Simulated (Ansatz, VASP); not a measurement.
**Two plane-wave programs on Cs**

```
Cs
1.0
     0.00000    3.97029    3.97029
     3.97029    0.00000    3.97029
     3.97029    3.97029    0.00000
Cs
1
Direct
  0.00000 0.00000 0.00000
```

Alike in both runs: task single point; functional r2SCAN; k mesh 10 × 10 × 10; occupations gaussian, width 0.05 eV; no spin polarisation.

|  | VASP | Ansatz |
| --- | --- | --- |
| version | VASP 6.6.1 | Ansatz 0.2.0 |
| potentials or method | VASP PAW PBE potentials, release 64 (Cs_sv), cutoff 520 eV | scalar-relativistic, plane waves, PAW |
| valence electrons in the cell | 9 | 9 |

|  | VASP | Ansatz | Ansatz less VASP |
| --- | --- | --- | --- |
| gap on the k mesh at the Fermi level (eV) | none | none | - |
| pressure (GPa) | 0.0 | 0.0 | +0.01 |

VASP's potentials were made for PBE, not for r2SCAN. A gap of «none» marks a metal or a gap that the smearing closes. With one functional, cell and mesh, what is left measures potentials, basis and numerics.

Neither program's run includes spin-orbit coupling.
